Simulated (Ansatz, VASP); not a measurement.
**Ga3B2As in VASP and in Ansatz**

File INCAR:

```
SYSTEM = Ga3B2As
PREC = Accurate ; ENCUT = 600
EDIFF = 1E-6 ; ISMEAR = 0
SIGMA = 0.2 ; LREAL = .False.
LASPH = .True. ; NELM = 80
ALGO = Normal ; ISIF = 3
LWAVE = .False. ; LCHARG = .False.
GGA = PE ; IBRION = 2
NSW = 36 ; EDIFFG = -0.08
```

The input KPOINTS:

```
Automatic mesh
0
Gamma
  6 6 2
  0 0 0
```

Contents of POSCAR:

```
Ga3B2As
1.0
    3.1000000000      0.0000000000      0.0000000000
   -1.5500000000      2.6846787500      0.0000000000
    0.0000000000      0.0000000000     10.9000000000
Ga B As
3 2 1
Direct
    0.3333333300      0.6666666700      0.5600000000
    0.0000000000      0.0000000000      0.1650000000
    0.0000000000      0.0000000000      0.8300000000
    0.3333333300      0.6666666700      0.0000000000
    0.6666666700      0.3333333300      0.0000000000
    0.3333333300      0.6666666700      0.3400000000
```

Input for Ansatz:

```yaml
crystal:
  lattice:
    - [3.1, 0.0, 0.0]
    - [-1.55, 2.68467875, 0.0]
    - [0.0, 0.0, 10.9]
  atoms:
    - { symbol: Ga, position: [0.33333333, 0.66666667, 0.56] }
    - { symbol: Ga, position: [0.0, 0.0, 0.165] }
    - { symbol: Ga, position: [0.0, 0.0, 0.83] }
    - { symbol: B, position: [0.33333333, 0.66666667, 0.0] }
    - { symbol: B, position: [0.66666667, 0.33333333, 0.0] }
    - { symbol: As, position: [0.33333333, 0.66666667, 0.34] }
basis:
  ecutwfc: 420
kpoints:
  mp_grid: { grid: [6, 6, 2] }
hamiltonian:
  xc: pbe
scf:
  occupations: { method: gaussian, width: 0.2 }
  lower_state_search: "off"
output:
  forces: true
  stress: true
  eigenvalues: true
relax:
  adjacent_minimum: "off"
  f_tol: 0.08
  max_steps: 16
  cell: { stress_tol: 0.8 }
```

Alike in both runs: task relaxation of cell and atoms; functional PBE; k mesh 6 × 6 × 2; occupations gaussian, width 0.2 eV; no spin polarisation.

|  | VASP | Ansatz |
| --- | --- | --- |
| version | VASP 6.6.1 | Ansatz 0.2.0 |
| potentials or method | VASP PAW PBE potentials, release 64 (Ga_d, B, As), cutoff 600 eV | scalar-relativistic, plane waves, PAW |
| valence electrons in the cell | 50 | 60 |

|  | VASP | Ansatz | Ansatz less VASP |
| --- | --- | --- | --- |
| gap on the k mesh at the Fermi level, each at its own relaxed structure (eV) | none | none | - |
| relaxed volume (Å³/atom) | 14.78 | 14.79 | +0.016 |
| relaxed length of the cell vector where the two differ most in proportion (Å) | 11.094 | 11.110 | +0.0160 |

A gap of «none» marks a metal or a gap that the smearing closes. VASP's potentials hold 50 valence electrons a cell and Ansatz's 60, so a difference there can come from the potentials and not from the codes.

The k mesh is coarse, so the values compare programs but aren't converged.
